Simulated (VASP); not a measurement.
# As (Im-3m) in VASP: a series of runs

As is run at these levels: LDA; tasks: single point.

Everything below comes from runs of VASP 6.6.1. Logs are shortened: lines on timing, memory, paths and dates and some standing lists are left out, and cuts for length are marked.

## 1. The cell of the first run

The structure is cubic, space group Im-3m (No. 229). The conventional cell has a = 2.853 Å, b = 2.853 Å, c = 2.853 Å, α = 90.00°, β = 90.00°, γ = 90.00°. As (site symmetry m-3m) has 14 As at 2.47 to 2.85 Å within 3.3 Å.

## 2. Single point, LDA (volume scaled by 0.65)

INCAR reads:

```
PREC     = Accurate       # precision mode
ENCUT    = 520            # plane-wave cutoff, eV
EDIFF    = 1E-6           # SCF threshold, eV
ISMEAR   = -1             # smearing method
SIGMA    = 0.08           # smearing width, eV
LREAL    = F              # projectors in reciprocal space
LASPH    = T              # aspherical terms in the spheres
NELM     = 60             # most SCF steps
ALGO     = Normal         # electronic algorithm
ISIF     = 2              # what is computed and relaxed
LWAVE    = F              # write WAVECAR
LCHARG   = F              # write CHGCAR
NBANDS   = 8              # bands
```

KPOINTS reads:

```
Automatic mesh
0
Gamma
  18 18 18
```

POSCAR reads:

```
As
1.0
   -1.4266599471      1.4266599471      1.4266599471
    1.4266599471     -1.4266599471      1.4266599471
    1.4266599471      1.4266599471     -1.4266599471
As
1
Direct
    0.0000000000      0.0000000000      0.0000000000
```

Potentials or basis: VASP PAW LDA potentials, release 64 (As).

On the command line:

```
$ cat potpaw_LDA.64/As/POTCAR > POTCAR
$ mpirun -np 1 vasp_std > vasp.out
```

OUTCAR:

```text
PREC = Accurate
   ENCUT = 520
   EDIFF = 1E-6
   ISMEAR = -1
   LREAL = F
   LASPH = T
   NELM = 60
   ISIF = 2

 ion  position               nearest neighbor table
   1  0.000  0.000  0.000-

  LATTYP: Found a body centered cubic cell.
 ALAT       =     2.8533198942

  Lattice vectors:

 A1 = (  -1.4266599471,   1.4266599471,   1.4266599471)
 A2 = (   1.4266599471,  -1.4266599471,   1.4266599471)
 A3 = (   1.4266599471,   1.4266599471,  -1.4266599471)

Analysis of symmetry for initial positions (statically):
=====================================================================
 Subroutine PRICEL returns:
 Original cell was already a primitive cell.

 Routine SETGRP: Setting up the symmetry group for a
 body centered cubic supercell.

 Subroutine GETGRP returns: Found 48 space group operations
 (whereof 48 operations were pure point group operations)
 out of a pool of 48 trial point group operations.

The static configuration has the point symmetry O_h .

Analysis of symmetry for dynamics (positions and initial velocities):
=====================================================================
 Subroutine PRICEL returns:
 Original cell was already a primitive cell.

 Routine SETGRP: Setting up the symmetry group for a
 body centered cubic supercell.

 Subroutine GETGRP returns: Found 48 space group operations
 (whereof 48 operations were pure point group operations)
 out of a pool of 48 trial point group operations.

The dynamic configuration has the point symmetry O_h .

 Subroutine INISYM returns: Found 48 space group operations
 (whereof 48 operations are pure point group operations),
 and found     1 'primitive' translations

----------------------------------------------------------------------------------------

                                     Primitive cell

  volume of cell :      11.6151

  direct lattice vectors                    reciprocal lattice vectors
    -1.426659947  1.426659947  1.426659947     0.000000000  0.350468940  0.350468940
     1.426659947 -1.426659947  1.426659947     0.350468940  0.000000000  0.350468940
     1.426659947  1.426659947 -1.426659947     0.350468940  0.350468940  0.000000000

  length of vectors
     2.471047514  2.471047514  2.471047514     0.495637929  0.495637929  0.495637929

  position of ions in fractional coordinates (direct lattice)
     0.000000000  0.000000000  0.000000000

  ion indices of the primitive-cell ions
   primitive index   ion index
                 1           1

----------------------------------------------------------------------------------------

 KPOINTS: Automatic mesh

Automatic generation of k-mesh.
 Grid dimensions read from file:
 generate k-points for:   18   18   18

 Generating k-lattice:

  Cartesian coordinates                     Fractional coordinates (reciprocal lattice)
     0.000000000  0.019470497  0.019470497     0.055555556  0.000000000  0.000000000
     0.019470497  0.000000000  0.019470497     0.000000000  0.055555556  0.000000000
     0.019470497  0.019470497  0.000000000     0.000000000  0.000000000  0.055555556

  Length of vectors
     0.027535440  0.027535440  0.027535440

  Shift w.r.t. Gamma in fractional coordinates (k-lattice)
     0.000000000  0.000000000  0.000000000

 Subroutine IBZKPT returns following result:
 ===========================================

 Found    195 irreducible k-points:

 Following reciprocal coordinates:
            Coordinates               Weight
  0.000000  0.000000  0.000000      1.000000
  0.055556  0.000000  0.000000     12.000000
  0.111111  0.000000  0.000000     12.000000
  0.166667  0.000000  0.000000     12.000000
  0.222222  0.000000  0.000000     12.000000
  0.277778  0.000000  0.000000     12.000000
[... 16 lines left out ...]
  0.333333  0.111111  0.000000     48.000000
  0.388889  0.111111 -0.000000     48.000000
 [... further k-points ...]
   k-points           NKPTS =    195   k-points in BZ     NKDIM =    195   number of bands    NBANDS=      8
   number of dos      NEDOS =    301   number of ions     NIONS =      1
   total plane-waves  NPLWV =   5832
   dimension x,y,z NGX =    18 NGY =   18 NGZ =   18
   dimension x,y,z NGXF=    36 NGYF=   36 NGZF=   36
   ions per type =               1
   NGX,Y,Z   is equivalent  to a cutoff of  12.11, 12.11, 12.11 a.u.
   NGXF,Y,Z  is equivalent  to a cutoff of  24.22, 24.22, 24.22 a.u.
 SYSTEM =  unknown system
   PREC   = accura    normal or accurate (medium, high low for compatibility)
   ISTART =      0    job   : 0-new  1-cont  2-samecut
   ICHARG =      2    charge: 1-file 2-atom 10-const
   ISPIN  =      1    spin polarized calculation?
   LNONCOLLINEAR =      F non collinear calculations
   LSORBIT =      F    spin-orbit coupling
   LASPH  =      T    aspherical Exc in radial PAW
   ENCUT  =  520.0 eV  38.22 Ry    6.18 a.u.   4.59  4.59  4.59*2*pi/ulx,y,z
   NELM   =     60;   NELMIN=  2; NELMDL= -5     # of ELM steps
   EDIFF  = 0.1E-05   stopping-criterion for ELM
   LREAL  =      F    real-space projection
   EDIFFG = 0.1E-04   stopping-criterion for IOM
   NSW    =      0    number of steps for IOM
   IBRION =     -1    ionic relax: 0-MD 1-quasi-New 2-CG
   NFREE  =      0    steps in history (QN), initial steepest desc. (CG)
   ISIF   =      2    stress and relaxation
   ISYM   =      2    0-nonsym 1-usesym 2-fastsym
   POTIM  = 0.5000    time-step for ionic-motion
   TEBEG  =    0.0;   TEEND  =   0.0 temperature during run
   PSTRESS=    0.0 pullay stress
   NELECT =       5.0000    total number of electrons
   NUPDOWN=      -1.0000    fix difference up-down
   EMIN   =  10.00;   EMAX   =-10.00  energy-range for DOS
   EFERMI =   0.00;   METHOD = LEGACY
   ISMEAR =    -1;   SIGMA  =   0.08  broadening in eV -4-tet -1-fermi 0-gaus
   EFERMI_NEDOS =   21; number of points for ismear=-14 and -15
   IALGO  =     38    algorithm
   IMIX   =      4    mixing-type and parameters
     AMIX     =   0.40;   BMIX     =  1.00
     AMIX_MAG =   1.60;   BMIX_MAG =  1.00
  volume/ion in A,a.u.               =      11.62        78.38
  Fermi-wavevector in a.u.,A,eV,Ry     =   1.236112  2.335912 20.789321  1.527972
  Thomas-Fermi vector in A             =   2.370734
   LORBIT       =      0    0 simple, 1 ext, 2 COOP (PROOUT), +10 PAW based schemes
   GGA     = CA    functional components
   LHFCALC =     F    Hartree Fock is set to
   AEXX    =    0.0000 exact exchange contribution
   IVDW    =     0    specifies the selected vdW correction
   LEPSILON=     F    determine dielectric tensor
   LRPA    =     F    only Hartree local field effects (RPA)
 non-spin polarized calculation
  energy-cutoff  :      520.00
  volume of cell :       11.62
 maximum number of plane-waves:       325
   NGX =  9   NGY =  9   NGZ =  9

 number of electron       5.0000001 magnetization

 Free energy of the ion-electron system (eV)
  ---------------------------------------------------
  ext. energy  EPLUGINS =         0.00000000
  ---------------------------------------------------
  free energy    TOTEN  =        -3.56621733 eV

  energy without entropy =       -3.55761664  energy(sigma->0) =       -3.56191699

 E-fermi :  13.8199     XC(G=0): -13.1323

 val. band max:       13.8173807324   @ k =   0.3889   0.1111   0.0556
 cond. band min:      13.8445712135   @ k =   0.2222   0.1667  -0.0000
 fundamental gap:      0.0271904811
 Fermi energy:        13.8199378291

 k-point     1 :       0.0000    0.0000    0.0000
  band No.  band energies     occupation
      1      -7.1307      2.00000
      2      24.7970      0.00000
      3      24.7970      0.00000
      4      24.7970      0.00000
      5      29.4977      0.00000
      6      29.4977      0.00000
      7      29.4977      0.00000
      8      32.5309      0.00000

 k-point     2 :       0.0556    0.0000    0.0000
  band No.  band energies     occupation
      1      -7.0154      2.00000
      2      23.6922      0.00000
      3      24.1419      0.00000
      4      24.6228      0.00000
      5      28.7400      0.00000
      6      29.1569      0.00000
      7      30.3172      0.00000
      8      31.2227      0.00000

 k-point     3 :       0.1111    0.0000    0.0000
  band No.  band energies     occupation
      1      -6.6694      2.00000
      2      21.1839      0.00000
      3      22.8437      0.00000
      4      24.1239      0.00000
      5      27.4687      0.00000
      6      28.0671      0.00000
      7      30.9678      0.00000
      8      31.5637      0.00000

 k-point     4 :       0.1667    0.0000    0.0000
  band No.  band energies     occupation
      1      -6.0923      2.00000
      2      18.2243      0.00000
      3      21.4853      0.00000
      4      23.3981      0.00000
      5      26.2586      0.00000
      6      27.0057      0.00000
      7      30.9970      0.00000
      8      32.3081      0.00000

 k-point     5 :       0.2222    0.0000    0.0000
  band No.  band energies     occupation
      1      -5.2836      2.00000
      2      15.2068      0.00000
      3      20.2428      0.00000
      4      22.5922      0.00000
      5      25.2092      0.00000
      6      26.1067      0.00000
      7      31.4722      0.00000
      8      33.1702      0.00000
[... 177 lines left out ...]
 k-point    22 :       0.2778    0.1111    0.0000
  band No.  band energies     occupation
      1      -2.6263      2.00000
      2       9.7946      2.00000
      3      15.6565      0.00000
      4      19.5263      0.00000
      5      25.3405      0.00000
      6      28.0035      0.00000
      7      31.4937      0.00000
      8      37.7855      0.00000

 k-point    23 :       0.3333    0.1111    0.0000
  band No.  band energies     occupation
      1      -1.1309      2.00000
      2       7.2274      2.00000
      3      15.0560      0.00000
      4      19.0106      0.00000
      5      24.9008      0.00000
      6      27.8212      0.00000
      7      32.5398      0.00000
      8      39.1996      0.00000

 k-point    24 :       0.3889    0.1111   -0.0000
  band No.  band energies     occupation
      1       0.5679      2.00000
      2       4.8765      2.00000
      3      14.6950      0.00004
      4      18.6961      0.00000
      5      24.6334      0.00000
      6      27.6644      0.00000
      7      33.9153      0.00000
      8      37.3904      0.00000

 [... further k-points ...]

------------------------ aborting loop because EDIFF is reached ----------------------------------------

  FORCE on cell =-STRESS in cart. coord.  units (eV):
  Direction    XX          YY          ZZ          XY          YZ          ZX
  --------------------------------------------------------------------------------------
  -------------------------------------------------------------------------------------
  Total        7.8003963      7.8003963      7.8003963      0.0000000     -0.0000000      0.0000000
  in kB     1075.9840918   1075.9840918   1075.9840918      0.0000000     -0.0000000      0.0000000
  external PRESSURE =    1075.9840918 kB  Pullay stress =       0.0000000 kB

 VOLUME and BASIS-vectors are now :
 -----------------------------------------------------------------------------
  energy-cutoff  :      520.00
  volume of cell :       11.62
      direct lattice vectors                 reciprocal lattice vectors
    -1.426659947  1.426659947  1.426659947     0.000000000  0.350468940  0.350468940
     1.426659947 -1.426659947  1.426659947     0.350468940  0.000000000  0.350468940
     1.426659947  1.426659947 -1.426659947     0.350468940  0.350468940  0.000000000

 POSITION                                       TOTAL-FORCE (eV/Angst)
 -----------------------------------------------------------------------------------
      0.00000      0.00000      0.00000         0.000000     -0.000000      0.000000
 -----------------------------------------------------------------------------------
    total drift:                                0.000000      0.000000      0.000000

  FREE ENERGIE OF THE ION-ELECTRON SYSTEM (eV)
  ---------------------------------------------------
  free  energy   TOTEN  =        -3.5662173344 eV

  energy  without entropy=       -3.5576166387  energy(sigma->0) =       -3.56191699
```

It took 6.1 s on 1 thread of Intel Xeon 6975P-C, shared host; peak memory 0.12 GiB.

What came out:

| Item | Value |
| --- | --- |
| Free energy | -3.5662 eV |
| Pressure | 107.6 GPa |

## 3. Single point, LDA (volume scaled by 0.75)

INCAR reads:

```
SYSTEM = As
PREC = Accurate
ENCUT = 520
EDIFF = 1E-6
ISMEAR = -1
SIGMA = 0.08
LREAL = .False.
LASPH = .True.
NELM = 100
ALGO = Normal
ISIF = 2
LWAVE = .False.
LCHARG = .False.
GGA = CA
NBANDS = 8
```

KPOINTS reads:

```
Automatic mesh
0
Gamma
  18 18 18
  0 0 0
```

POSCAR reads:

```
As
1.0
   -1.4963611969      1.4963611969      1.4963611969
    1.4963611969     -1.4963611969      1.4963611969
    1.4963611969      1.4963611969     -1.4963611969
As
1
Direct
    0.0000000000      0.0000000000      0.0000000000
```

Potentials or basis: VASP PAW LDA potentials, release 64 (As).

On the command line:

```
$ cat potpaw_LDA.64/As/POTCAR > POTCAR
$ mpirun -np 1 vasp_std > vasp.out
```

Wall time 7.3 s (1 thread of Intel Xeon 6975P-C, shared host); peak memory 0.13 GiB.

It converged, with:

- Free energy: -4.4301 eV
- Pressure: 53.1 GPa

Levels at points of the mesh, in eV from the Fermi level:
| k point | band 1 | band 2 | band 3 | band 4 | band 5 | band 6 | band 7 |
| --- | --- | --- | --- | --- | --- | --- | --- |
| (0.00, 0.00, 0.00) | -18.87 | 9.26 | 9.26 | 9.26 | 14.92 | 14.92 | 14.92 |
| (0.50, 0.00, 0.00) | -11.38 | -9.40 | 2.96 | 5.95 | 8.92 | 9.45 | 21.77 |
| (0.50, 0.50, 0.50) | -4.55 | -3.25 | -3.25 | -3.25 | 2.57 | 2.57 | 28.70 |

## 4. Single point, LDA (volume scaled by 0.85)

INCAR reads:

```
PREC = Accurate
ENCUT = 520
EDIFF = 1E-7
ISMEAR = -1
SIGMA = 0.08
LREAL = False
LASPH = True
NELM = 80
ALGO = Normal
ISIF = 2
LWAVE = False
LCHARG = True
GGA = CA
LELF = True
LVHAR = True
NBANDS = 8
```

KPOINTS reads:

```
regular mesh
0
Gamma
  18 18 18
```

POSCAR reads:

```
As
1.0
   -1.5601115730      1.5601115730      1.5601115730
    1.5601115730     -1.5601115730      1.5601115730
    1.5601115730      1.5601115730     -1.5601115730
As
1
Direct
    0.0000000000      0.0000000000      0.0000000000
```

On the command line:

```
$ cat potpaw_LDA.64/As/POTCAR > POTCAR
$ mpirun -np 1 vasp_std > vasp.out
```

Run time: 9.6 s. Hardware: 1 thread of Intel Xeon 6975P-C, shared host; peak memory 0.13 GiB.

Results (log left out):

```yaml
Free_energy: -4.8405 eV
Pressure: 23.2 GPa
```

Levels at points of the mesh, in eV from the Fermi level:
```tsv
k point	band 1	band 2	band 3	band 4	band 5	band 6
(0.00, 0.00, 0.00)	-17.31	7.92	7.92	7.92	14.27	14.27
(0.50, 0.00, 0.00)	-10.90	-8.21	2.59	5.40	8.80	8.83
(0.50, 0.50, 0.50)	-5.41	-2.80	-2.80	-2.80	3.08	3.08
```

## 5. Single point, LDA (volume scaled by 0.95)

INCAR reads:

```
SYSTEM = As
ALGO = Normal
EDIFF = 1E-6
ENCUT = 520
GGA = CA
ISIF = 2
ISMEAR = -1
LASPH = .True.
LCHARG = .False.
LREAL = .False.
LWAVE = .False.
NBANDS = 8
NELM = 60
PREC = Accurate
SIGMA = 0.08
```

KPOINTS reads:

```
k-points
0
Gamma
  18 18 18
  0 0 0
```

POSCAR reads:

```
As
1.0
   -1.6190386571      1.6190386571      1.6190386571
    1.6190386571     -1.6190386571      1.6190386571
    1.6190386571      1.6190386571     -1.6190386571
As
1
Direct
    0.0000000000      0.0000000000      0.0000000000
```

On the command line:

```
$ cat potpaw_LDA.64/As/POTCAR > POTCAR
$ mpirun -np 1 vasp_std > vasp.out
```

Run time: 10 s. Hardware: 1 thread of Intel Xeon 6975P-C, shared host; peak memory 0.14 GiB.

It converged, with:

```
Free energy : -4.9958 eV
Pressure    : 6.1 GPa
```

Levels at points of the mesh, in eV from the Fermi level:
```csv
k point,band 1,band 2,band 3,band 4,band 5,band 6,band 7,band 8
"(0.00, 0.00, 0.00)",-16.10,6.84,6.84,6.84,13.70,13.70,13.70,16.57
"(0.50, 0.00, 0.00)",-10.57,-7.28,2.26,4.88,8.27,8.72,19.18,20.72
"(0.50, 0.50, 0.50)",-6.09,-2.47,-2.47,-2.47,3.45,3.45,25.45,25.45
```

## 6. Overview

```tsv
cell	gap on the mesh (eV)	pressure (GPa)
a = 2.471 Å, angles 109.5°, 1 atom	none	107.6
a = 2.592 Å, angles 109.5°, 1 atom	none	53.1
a = 2.702 Å, angles 109.5°, 1 atom	none	23.2
a = 2.804 Å, angles 109.5°, 1 atom	none	6.1
```

Alike in all rows: task single point; level LDA; potentials or basis VASP PAW LDA potentials, release 64 (As); no spin polarisation; k mesh 18 × 18 × 18; cutoff (eV) 520; smearing fermi-dirac 0.08 eV.

Total energies depend on the potentials used, so only differences within one code and one set of settings carry meaning.
